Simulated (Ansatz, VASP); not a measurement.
**Two plane-wave programs on Zn**

The input INCAR:

```
PREC     = Accurate       # precision mode
ENCUT    = 600            # plane-wave cutoff, eV
EDIFF    = 1E-7           # SCF threshold, eV
ISMEAR   = -1             # smearing method
SIGMA    = 0.05           # smearing width, eV
LREAL    = False          # projectors in reciprocal space
LASPH    = True           # aspherical terms in the spheres
NELM     = 60             # most SCF steps
ALGO     = Normal         # electronic algorithm
ISIF     = 3              # what is computed and relaxed
LWAVE    = False          # write WAVECAR
LCHARG   = False          # write CHGCAR
GGA      = RP             # functional
IVDW     = 12             # dispersion correction
IBRION   = 2              # ionic algorithm
NSW      = 60             # ionic steps
EDIFFG   = -0.01          # ionic threshold
```

The input KPOINTS:

```
regular mesh
0
Gamma
  12 12 12
```

POSCAR

```
Zn
1.0
    0.0000000000      1.9647760000      1.9647760000
    1.9647760000      0.0000000000      1.9647760000
    1.9647760000      1.9647760000      0.0000000000
Zn
1
Direct
    0.0000000000      0.0000000000      0.0000000000
```

File input.yaml:

```yaml
crystal:
  lattice:
    - [0.0, 1.964776, 1.964776]
    - [1.964776, 0.0, 1.964776]
    - [1.964776, 1.964776, 0.0]
  atoms:
    - { symbol: Zn, position: [0.0, 0.0, 0.0] }
hamiltonian:
  xc: rpbe
  pseudopotentials: { kind: paw }
  dispersion: d3bj
kpoints:
  mp_grid: { grid: [12, 12, 12] }
scf:
  occupations: { method: fermi_dirac, width: 0.05 }
output:
  forces: true
  stress: true
  eigenvalues: true
relax:
  f_tol: 0.01
  max_steps: 40
  cell: { stress_tol: 0.05 }
```

Alike in both runs: task relaxation of cell and atoms; functional RPBE; dispersion D3(BJ); k mesh 12 × 12 × 12; occupations fermi-dirac, width 0.05 eV; no spin polarisation.

|  | VASP | Ansatz |
| --- | --- | --- |
| version | VASP 6.6.1 | Ansatz 0.2.0 |
| potentials or method | VASP PAW PBE potentials, release 64 (Zn) | Ansatz PAW |
| plane-wave cutoff (eV) | 600 | 420 |
| valence electrons in the cell | 12 | 12 |

```tsv
	VASP	Ansatz	Ansatz less VASP
gap on the k mesh at the Fermi level, each at its own relaxed structure (eV)	none	none	-
relaxed volume (Å³/atom)	12.08	12.03	-0.051
relaxed cell length with the largest relative difference (Å)	2.576	2.572	-0.0036
```

VASP's potentials were made for PBE, not for RPBE. A gap of «none» marks a metal or a gap that the smearing closes.

Noted on VASP's run: the volume moved by over 15 % at a fixed basis, so the end points are rough. Noted on Ansatz's run: the volume moved by over 15 % at a fixed basis, so the end points are rough; the plane-wave basis is chosen anew once the cell has moved, so the energies of steps on either side of that aren't comparable.
